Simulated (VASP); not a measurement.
# Mg (P6_3/mmc) in VASP: further runs, part 2 of 2

VASP 6.6.1.

**4. Single point, r2SCAN**

Input file POSCAR:

```
Mg
1.0
    3.1792646675      0.0000000000      0.0000000000
   -1.5896323337      2.7533239674      0.0000000000
    0.0000000000      0.0000000000      5.1568903974
Mg
2
Direct
    0.3333333333      0.6666666667      0.2500000000
    0.6666666667      0.3333333333      0.7500000000
```

Input file INCAR.step1:

```
PREC = Accurate
ENCUT = 520
ISMEAR = -1
SIGMA = 0.2
LREAL = F
LASPH = T
NELM = 100
NBANDS = 9
GGA = PE
ALGO = Normal
EDIFF = 1E-4
LWAVE = T
LCHARG = F
```

Input file INCAR.step2:

```
PREC = Accurate
ENCUT = 520
EDIFF = 1E-6
ISMEAR = -1
SIGMA = 0.2
LREAL = F
LASPH = T
NELM = 100
ALGO = Normal
ISIF = 2
LWAVE = F
LCHARG = F
METAGGA = R2SCAN
LMIXTAU = T
NBANDS = 9
ISTART = 1
```

Input file KPOINTS:

```
regular mesh
0
Gamma
  11 11 6
```

Potentials or basis: VASP PAW PBE potentials, release 64 (Mg).

The run is started by

```
$ cat potpaw_PBE.64/Mg/POTCAR > POTCAR
$ cp INCAR.step1 INCAR
$ mpirun -np 1 vasp_std > vasp.out
$ cp INCAR.step2 INCAR
$ mpirun -np 1 vasp_std > vasp.out
```

OUTCAR:

```text
PREC = Accurate
   ENCUT = 520
   EDIFF = 1E-6
   ISMEAR = -1
   LREAL = F
   LASPH = T
   NELM = 100
   ISIF = 2
   METAGGA = R2SCAN
   ISTART = 1

 ion  position               nearest neighbor table
   1  0.333  0.667  0.250-   2 3.17   2 3.17   2 3.17   2 3.17   2 3.17   2 3.17
   2  0.667  0.333  0.750-   1 3.17   1 3.17   1 3.17   1 3.17   1 3.17   1 3.17

  LATTYP: Found a hexagonal cell.
 ALAT       =     3.1792646675
 C/A-ratio  =     1.6220387218

  Lattice vectors:

 A1 = (   3.1792646675,   0.0000000000,   0.0000000000)
 A2 = (  -1.5896323337,   2.7533239674,   0.0000000000)
 A3 = (   0.0000000000,   0.0000000000,   5.1568903974)

Analysis of symmetry for initial positions (statically):
=====================================================================
 Subroutine PRICEL returns:
 Original cell was already a primitive cell.

 Routine SETGRP: Setting up the symmetry group for a
 hexagonal supercell.

 Subroutine GETGRP returns: Found 24 space group operations
 (whereof 12 operations were pure point group operations)
 out of a pool of 24 trial point group operations.

[... 170 lines left out ...]

 k-point     1 :       0.0000    0.0000    0.0000
  band No.  band energies     occupation
      1      -4.7296      2.00000
      2       0.8054      1.99987
      3       1.5490      1.99478
      4      14.5287      0.00000
      5      14.5287      0.00000
      6      14.7208      0.00000
      7      14.7209      0.00000
      8      15.4450      0.00000
      9      17.3512      0.00000
[... 265 lines left out ...]
 k-point    24 :       0.1818    0.0909    0.1667
  band No.  band energies     occupation
      1      -3.3449      2.00000
      2       0.5323      1.99997
      3       4.3431      0.00065
      4       7.7858      0.00000
      5       9.4854      0.00000
      6      11.4832      0.00000
      7      13.0709      0.00000
      8      14.5010      0.00000
      9      15.1604      0.00000

 [... further k-points ...]

------------------------ aborting loop because EDIFF is reached ----------------------------------------

  FORCE on cell =-STRESS in cart. coord.  units (eV):
  Direction    XX          YY          ZZ          XY          YZ          ZX
  --------------------------------------------------------------------------------------
  -------------------------------------------------------------------------------------
  Total       -0.0404187     -0.0404187     -0.0456527     -0.0000000      0.0000000      0.0000000
  in kB       -1.4345684     -1.4345684     -1.6203378     -0.0000000      0.0000000      0.0000000
  external PRESSURE =      -1.4964915 kB  Pullay stress =       0.0000000 kB

 VOLUME and BASIS-vectors are now :
 -----------------------------------------------------------------------------
  energy-cutoff  :      520.00
  volume of cell :       45.14
      direct lattice vectors                 reciprocal lattice vectors
     3.179264668  0.000000000  0.000000000     0.314538142  0.181598681  0.000000000
    -1.589632334  2.753323967  0.000000000     0.000000000  0.363197361  0.000000000
     0.000000000  0.000000000  5.156890397     0.000000000  0.000000000  0.193915310

 POSITION                                       TOTAL-FORCE (eV/Angst)
 -----------------------------------------------------------------------------------
     -0.00000      1.83555      1.28922         0.000000     -0.000000      0.000000
      1.58963      0.91777      3.86767        -0.000000      0.000000      0.000000
 -----------------------------------------------------------------------------------
    total drift:                                0.000000     -0.000000      0.000000

  FREE ENERGIE OF THE ION-ELECTRON SYSTEM (eV)
  ---------------------------------------------------
  free  energy   TOTEN  =        -8.3519375941 eV

  energy  without entropy=       -8.2629057856  energy(sigma->0) =       -8.30742169
```

OUTCAR.step1:

```text
PREC = Accurate
   ENCUT = 520
   ISMEAR = -1
   LREAL = F
   LASPH = T
   NELM = 100
[... 510 lines left out ...]
 -----------------------------------------------------------------------------------
     -0.00000      1.83555      1.28922         0.000000     -0.000000      0.000000
      1.58963      0.91777      3.86767        -0.000000      0.000000      0.000000
 -----------------------------------------------------------------------------------
    total drift:                                0.000000     -0.000000      0.000000

  FREE ENERGIE OF THE ION-ELECTRON SYSTEM (eV)
  ---------------------------------------------------
  free  energy   TOTEN  =        -3.0717576614 eV

  energy  without entropy=       -2.9718729709  energy(sigma->0) =       -3.02181532
```

OSZICAR.step1:

```text
N       E                     dE             d eps       ncg     rms          rms(c)
DAV:   1    -0.331779786868E+00   -0.33178E+00   -0.12437E+03  1152   0.310E+02
DAV:   2    -0.304243569914E+01   -0.27107E+01   -0.26296E+01  1528   0.269E+01
DAV:   3    -0.308527820944E+01   -0.42843E-01   -0.42364E-01  1539   0.281E+00
DAV:   4    -0.308541312486E+01   -0.13492E-03   -0.13490E-03  1493   0.149E-01
DAV:   5    -0.308541377137E+01   -0.64651E-06   -0.64655E-06  1479   0.100E-02    0.952E-01
DAV:   6    -0.307917501492E+01    0.62388E-02   -0.57325E-04  1386   0.187E-01    0.610E-01
DAV:   7    -0.307174669741E+01    0.74283E-02   -0.22149E-03  1207   0.322E-01    0.334E-02
DAV:   8    -0.307175766138E+01   -0.10964E-04   -0.15617E-05   927   0.239E-02
   1 F= -.30717577E+01 E0= -.30218153E+01  d E =-.998847E-01
```

It took 97 s on 1 thread of AMD EPYC 7R43 (Zen 3), shared host; peak memory 0.14 GiB.

What came out:

- Free energy: -8.3519 eV
- Pressure: -0.1 GPa
- Band gap on the k mesh: zero (bands 2 and 3 overlap by 2.07 eV)

Caveat: the PAW data sets were made with another functional, which shifts forces and pressure a little.

**5. Single point, r2SCAN**

POSCAR is that of step 4.

Input file INCAR.step1:

```
SYSTEM = Mg
ALGO = Normal ; EDIFF = 1E-4
ENCUT = 520 ; GGA = PE
ISMEAR = -1 ; LASPH = .True.
LCHARG = .False. ; LREAL = .False.
LWAVE = .True. ; NBANDS = 9
NELM = 80 ; PREC = Accurate
SIGMA = 0.3
```

Input file INCAR.step2:

```
SYSTEM = Mg
ALGO = Normal ; EDIFF = 1E-7
ENCUT = 520 ; ISIF = 2
ISMEAR = -1 ; ISTART = 1
LASPH = .True. ; LCHARG = .False.
LMIXTAU = .True. ; LREAL = .False.
LWAVE = .False. ; METAGGA = R2SCAN
NBANDS = 9 ; NELM = 80
PREC = Accurate ; SIGMA = 0.3
```

Input file KPOINTS:

```
k-points
0
Gamma
  11 11 6
  0 0 0
```

Potentials or basis: VASP PAW PBE potentials, release 64 (Mg).

The run is started by

```
$ cat potpaw_PBE.64/Mg/POTCAR > POTCAR
$ cp INCAR.step1 INCAR
$ mpirun -np 1 vasp_std > vasp.out
$ cp INCAR.step2 INCAR
$ mpirun -np 1 vasp_std > vasp.out
```

OUTCAR:

```text
SYSTEM = Mg
   EDIFF = 1E-7
   ENCUT = 520
   ISIF = 2
   ISMEAR = -1
   ISTART = 1
   LASPH = .True.
   LREAL = .False.
   METAGGA = R2SCAN
   NELM = 80
   PREC = Accurate

 ion  position               nearest neighbor table
   1  0.333  0.667  0.250-   2 3.17   2 3.17   2 3.17   2 3.17   2 3.17   2 3.17
   2  0.667  0.333  0.750-   1 3.17   1 3.17   1 3.17   1 3.17   1 3.17   1 3.17

  LATTYP: Found a hexagonal cell.
 ALAT       =     3.1792646675
 C/A-ratio  =     1.6220387218

  Lattice vectors:

 A1 = (   3.1792646675,   0.0000000000,   0.0000000000)
 A2 = (  -1.5896323337,   2.7533239674,   0.0000000000)
 A3 = (   0.0000000000,   0.0000000000,   5.1568903974)

Analysis of symmetry for initial positions (statically):
=====================================================================
 Subroutine PRICEL returns:
 Original cell was already a primitive cell.

 Routine SETGRP: Setting up the symmetry group for a
 hexagonal supercell.

 Subroutine GETGRP returns: Found 24 space group operations
 (whereof 12 operations were pure point group operations)
 out of a pool of 24 trial point group operations.

The static configuration has the point symmetry D_3d.
 The point group associated with its full space group is D_6h.

Analysis of symmetry for dynamics (positions and initial velocities):
=====================================================================
 Subroutine PRICEL returns:
 Original cell was already a primitive cell.

 Routine SETGRP: Setting up the symmetry group for a
 hexagonal supercell.

 Subroutine GETGRP returns: Found 24 space group operations
 (whereof 12 operations were pure point group operations)
 out of a pool of 24 trial point group operations.

The dynamic configuration has the point symmetry D_3d.
 The point group associated with its full space group is D_6h.

 Subroutine INISYM returns: Found 24 space group operations
 (whereof 12 operations are pure point group operations),
 and found     1 'primitive' translations

----------------------------------------------------------------------------------------

                                     Primitive cell

  volume of cell :      45.1411

  direct lattice vectors                    reciprocal lattice vectors
     3.179264668  0.000000000  0.000000000     0.314538142  0.181598681  0.000000000
    -1.589632334  2.753323967  0.000000000     0.000000000  0.363197361  0.000000000
     0.000000000  0.000000000  5.156890397     0.000000000  0.000000000  0.193915310

  length of vectors
     3.179264668  3.179264667  5.156890397     0.363197361  0.363197361  0.193915310

  position of ions in fractional coordinates (direct lattice)
     0.333333333  0.666666667  0.250000000
     0.666666667  0.333333333  0.750000000

  ion indices of the primitive-cell ions
   primitive index   ion index
                 1           1
                 2           2

----------------------------------------------------------------------------------------

 KPOINTS: k-points

Automatic generation of k-mesh.
 Grid dimensions read from file:
 generate k-points for:   11   11    6

 Generating k-lattice:

  Cartesian coordinates                     Fractional coordinates (reciprocal lattice)
     0.028594377  0.016508971  0.000000000     0.090909091  0.000000000  0.000000000
     0.000000000  0.033017942  0.000000000     0.000000000  0.090909091  0.000000000
     0.000000000  0.000000000  0.032319218     0.000000000  0.000000000  0.166666667

  Length of vectors
     0.033017942  0.033017942  0.032319218

  Shift w.r.t. Gamma in fractional coordinates (k-lattice)
     0.000000000  0.000000000  0.000000000

 Subroutine IBZKPT returns following result:
 ===========================================

 Found     64 irreducible k-points:

 Following reciprocal coordinates:
            Coordinates               Weight
  0.000000  0.000000  0.000000      1.000000
  0.090909 -0.000000  0.000000      6.000000
  0.181818 -0.000000  0.000000      6.000000
  0.272727 -0.000000  0.000000      6.000000
  0.363636 -0.000000  0.000000      6.000000
  0.454545 -0.000000  0.000000      6.000000
[... 16 lines left out ...]
  0.090909  0.090909  0.166667     12.000000
  0.181818  0.090909  0.166667     24.000000
 [... further k-points ...]
   k-points           NKPTS =     64   k-points in BZ     NKDIM =     64   number of bands    NBANDS=      9
   number of dos      NEDOS =    301   number of ions     NIONS =      2
   total plane-waves  NPLWV =  23040
   dimension x,y,z NGX =    24 NGY =   24 NGZ =   40
   dimension x,y,z NGXF=    48 NGYF=   48 NGZF=   80
   ions per type =               2
   NGX,Y,Z   is equivalent  to a cutoff of  12.55, 12.55, 12.90 a.u.
   NGXF,Y,Z  is equivalent  to a cutoff of  25.10, 25.10, 25.79 a.u.
 SYSTEM =  Mg
   PREC   = accura    normal or accurate (medium, high low for compatibility)
   ISTART =      1    job   : 0-new  1-cont  2-samecut
   ICHARG =      0    charge: 1-file 2-atom 10-const
   ISPIN  =      1    spin polarized calculation?
   LNONCOLLINEAR =      F non collinear calculations
   LSORBIT =      F    spin-orbit coupling
   LASPH  =      T    aspherical Exc in radial PAW
   ENCUT  =  520.0 eV  38.22 Ry    6.18 a.u.   5.91  5.91  9.59*2*pi/ulx,y,z
   NELM   =     80;   NELMIN=  2; NELMDL=  0     # of ELM steps
   EDIFF  = 0.1E-06   stopping-criterion for ELM
   LREAL  =      F    real-space projection
   EDIFFG = 0.1E-05   stopping-criterion for IOM
   NSW    =      0    number of steps for IOM
   IBRION =     -1    ionic relax: 0-MD 1-quasi-New 2-CG
   NFREE  =      0    steps in history (QN), initial steepest desc. (CG)
   ISIF   =      2    stress and relaxation
   ISYM   =      2    0-nonsym 1-usesym 2-fastsym
   POTIM  = 0.5000    time-step for ionic-motion
   TEBEG  =    0.0;   TEEND  =   0.0 temperature during run
   PSTRESS=    0.0 pullay stress
   NELECT =       4.0000    total number of electrons
   NUPDOWN=      -1.0000    fix difference up-down
   EMIN   =  10.00;   EMAX   =-10.00  energy-range for DOS
   EFERMI =   0.00;   METHOD = LEGACY
   ISMEAR =    -1;   SIGMA  =   0.30  broadening in eV -4-tet -1-fermi 0-gaus
   EFERMI_NEDOS =   21; number of points for ismear=-14 and -15
   IALGO  =     38    algorithm
   IMIX   =      4    mixing-type and parameters
     AMIX     =   0.40;   BMIX     =  1.00
     AMIX_MAG =   1.60;   BMIX_MAG =  1.00
  volume/ion in A,a.u.               =      22.57       152.31
  Fermi-wavevector in a.u.,A,eV,Ry     =   0.729857  1.379229  7.247696  0.532691
  Thomas-Fermi vector in A             =   1.821682
   LORBIT       =      0    0 simple, 1 ext, 2 COOP (PROOUT), +10 PAW based schemes
   METAGGA = R2SCAN    functional components
   LHFCALC =     F    Hartree Fock is set to
   AEXX    =    0.0000 exact exchange contribution
   IVDW    =     0    specifies the selected vdW correction
   LEPSILON=     F    determine dielectric tensor
   LRPA    =     F    only Hartree local field effects (RPA)
 non-spin polarized calculation
  energy-cutoff  :      520.00
  volume of cell :       45.14
 maximum number of plane-waves:      1232
 NGX is ok and might be reduce to    24
   NGX = 11   NGY = 11   NGZ = 19

 number of electron       4.0000000 magnetization

 Free energy of the ion-electron system (eV)
  ---------------------------------------------------
  ext. energy  EPLUGINS =         0.00000000
  ---------------------------------------------------
  free energy    TOTEN  =        -8.41112703 eV

  energy without entropy =       -8.19009262  energy(sigma->0) =       -8.30060982

 E-fermi :   2.7250     XC(G=0):  -9.0958

 val. band max:        2.6717952341   @ k =   0.1818   0.0909   0.0000
 cond. band min:       2.7473112573   @ k =   0.1818   0.1818   0.0000
 fundamental gap:      0.0755160232
 Fermi energy:         2.7249747386

 k-point     1 :       0.0000    0.0000    0.0000
  band No.  band energies     occupation
      1      -4.7311      2.00000
      2       0.8048      1.99668
      3       1.5485      1.96115
      4      14.5295      0.00000
      5      14.5295      0.00000
      6      14.7234      0.00000
      7      14.7234      0.00000
      8      15.4468      0.00000
      9      17.3524      0.00000
[... 265 lines left out ...]
 k-point    24 :       0.1818    0.0909    0.1667
  band No.  band energies     occupation
      1      -3.3461      2.00000
      2       0.5316      1.99866
      3       4.3428      0.00906
      4       7.7864      0.00000
      5       9.4862      0.00000
      6      11.4842      0.00000
      7      13.0721      0.00000
      8      14.5025      0.00000
      9      15.1621      0.00000

 [... further k-points ...]

------------------------ aborting loop because EDIFF is reached ----------------------------------------

  FORCE on cell =-STRESS in cart. coord.  units (eV):
  Direction    XX          YY          ZZ          XY          YZ          ZX
  --------------------------------------------------------------------------------------
  -------------------------------------------------------------------------------------
  Total        0.0109558      0.0109558     -0.0067952      0.0000000      0.0000000      0.0000000
  in kB        0.3888516      0.3888516     -0.2411796      0.0000000      0.0000000      0.0000000
  external PRESSURE =       0.1788412 kB  Pullay stress =       0.0000000 kB

 VOLUME and BASIS-vectors are now :
 -----------------------------------------------------------------------------
  energy-cutoff  :      520.00
  volume of cell :       45.14
      direct lattice vectors                 reciprocal lattice vectors
     3.179264668  0.000000000  0.000000000     0.314538142  0.181598681  0.000000000
    -1.589632334  2.753323967  0.000000000     0.000000000  0.363197361  0.000000000
     0.000000000  0.000000000  5.156890397     0.000000000  0.000000000  0.193915310

 POSITION                                       TOTAL-FORCE (eV/Angst)
 -----------------------------------------------------------------------------------
     -0.00000      1.83555      1.28922        -0.000000     -0.000000      0.000000
      1.58963      0.91777      3.86767         0.000000      0.000000      0.000000
 -----------------------------------------------------------------------------------
    total drift:                                0.000000     -0.000000      0.000000

  FREE ENERGIE OF THE ION-ELECTRON SYSTEM (eV)
  ---------------------------------------------------
  free  energy   TOTEN  =        -8.4111270304 eV

  energy  without entropy=       -8.1900926165  energy(sigma->0) =       -8.30060982
```

Run time: 2.3 min. Hardware: 1 thread of AMD EPYC 7R43 (Zen 3), shared host; peak memory 0.14 GiB.

Results:

```
Free energy            : -8.4111 eV
Pressure               : 0.0 GPa
Band gap on the k mesh : zero (bands 2 and 3 overlap by 2.07 eV)
```

Levels at points of the mesh, in eV from the Fermi level:
```csv
k point,band 1,band 2,band 3,band 4,band 5
"(0.00, 0.00, 0.00)",-7.46,-1.92,-1.18,11.80,11.80
"(0.00, 0.00, 0.50)",-5.96,-5.96,5.47,5.47,12.57
```

Caveat: so wide a smearing shifts energies and pressures; the PAW data sets were made with another functional, which shifts forces and pressure a little.

**6. Single point, r2SCAN**

POSCAR is that of step 5.

Input file INCAR.step1:

```
ALGO = Normal
EDIFF = 1E-4
ENCUT = 520
GGA = PE
ISMEAR = 1
LASPH = T
LCHARG = F
LREAL = F
LWAVE = T
NBANDS = 9
NELM = 80
PREC = Accurate
SIGMA = 0.2
```

Input file INCAR.step2:

```
ALGO = Normal
EDIFF = 1E-6
ENCUT = 520
ISIF = 2
ISMEAR = 1
ISTART = 1
LASPH = T
LCHARG = F
LMIXTAU = T
LREAL = F
LWAVE = F
METAGGA = R2SCAN
NBANDS = 9
NELM = 80
PREC = Accurate
SIGMA = 0.2
```

Input file KPOINTS:

```
k-points
0
Gamma
  11 11 6
```

Potentials or basis: VASP PAW PBE potentials, release 64 (Mg).

The run is started by

```
$ cat potpaw_PBE.64/Mg/POTCAR > POTCAR
$ cp INCAR.step1 INCAR
$ mpirun -np 1 vasp_std > vasp.out
$ cp INCAR.step2 INCAR
$ mpirun -np 1 vasp_std > vasp.out
```

Run time: 62 s. Hardware: 1 thread of AMD EPYC 7R13, shared host; peak memory 0.15 GiB.

Results (log left out):

```
Free energy            : -8.3154 eV
Pressure               : -0.3 GPa
Band gap on the k mesh : zero (bands 2 and 3 overlap by 2.07 eV)
```

Stress tensor (GPa, compression positive):
```
-0.21  0.00  0.00
 0.00 -0.21  0.00
 0.00  0.00 -0.44
```

Levels at points of the mesh, in eV from the Fermi level:
```csv
k point,band 1,band 2,band 3,band 4,band 5,band 6,band 7
"(0.00, 0.00, 0.00)",-7.45,-1.91,-1.17,11.81,11.81,12.00,12.00
"(0.00, 0.00, 0.50)",-5.95,-5.95,5.48,5.48,12.57,12.57,12.57
```

Caveat: the PAW data sets were made with another functional, which shifts forces and pressure a little.

**7. Overview**

| smearing | gap on the mesh (eV) | pressure (GPa) |
| --- | --- | --- |
| fermi-dirac 0.01 eV | none | -0.2 |
| fermi-dirac 0.03 eV | none | -0.3 |
| fermi-dirac 0.2 eV | none | -0.1 |
| fermi-dirac 0.3 eV | none | 0.0 |
| methfessel-paxton 0.2 eV | none | -0.3 |

Alike in all rows: task single point; level r2SCAN; potentials or basis VASP PAW PBE potentials, release 64 (Mg); no spin polarisation; cell as given; k mesh 11 × 11 × 6; cutoff (eV) 520.

Caveats: the PAW data sets were made with another functional, which shifts forces and pressure a little; so wide a smearing shifts energies and pressures (at least some runs).

Absolute energies hang on the potentials; compare differences alone.
